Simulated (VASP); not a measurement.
## WS2: single point with PBE+D3(BJ)

WS2:

```
W S
1.0
     1.57860    0.91141    6.03931
    -1.57860    0.91141    6.03931
     0.00000   -1.82281    6.03931
W S
1 2
Direct
  0.99934 0.99934 0.99934
  0.75278 0.75278 0.75278
  0.57918 0.57918 0.57918
```

```
Program                : VASP 6.6.1
Task                   : single point
Functional             : PBE
Dispersion             : D3(BJ)
Potentials or basis    : VASP PAW PBE potentials, release 64 (W_sv, S)
Cutoff                 : 520 eV
k mesh                 : 12 × 12 × 12
Occupations            : gaussian, width 0.05 eV
Spin                   : no spin polarisation
Dipole correction      : no
Further INCAR settings : ALGO = Normal; EDIFF = 1e-06; NBANDS = 20
```

```json
{
 "Pressure": "0.0 GPa",
 "Band gap on the k mesh": "0.93 eV (least direct gap 1.92 eV)",
 "Dispersion energy per atom": "-0.437 eV"
}
```

Forces in eV/Å, atoms in the order of the input:
```
W    0.000  0.000  0.001
S    0.000  0.000  0.002
S    0.000  0.000 -0.003
```

Levels at points of the mesh, in eV from the valence-band top:
| k point | band 11 | band 12 | band 13 | band 14 | band 15 | band 16 |
| --- | --- | --- | --- | --- | --- | --- |
| (0.00, 0.00, 0.00) | -2.33 | -1.43 | -1.34 | 2.13 | 2.13 | 2.44 |
| (0.50, 0.00, 0.00) | -2.63 | -1.84 | -1.79 | 2.27 | 2.52 | 3.60 |
| (0.50, 0.50, 0.00) | -3.32 | -2.11 | -1.62 | 2.22 | 2.69 | 3.14 |
| (0.50, 0.50, 0.50) | -2.28 | -2.28 | 0.00 | 2.21 | 2.21 | 2.30 |

Run time: 7.6 min on 1 thread of AMD EPYC 7R43 64-Core Processor (Zen 3), on a shared host, peak memory 0.41 GiB.

Caveat: spin-orbit coupling is left out, which moves the levels of the heavy elements. PBE gaps usually lie below the measured ones, often by a third to a half.
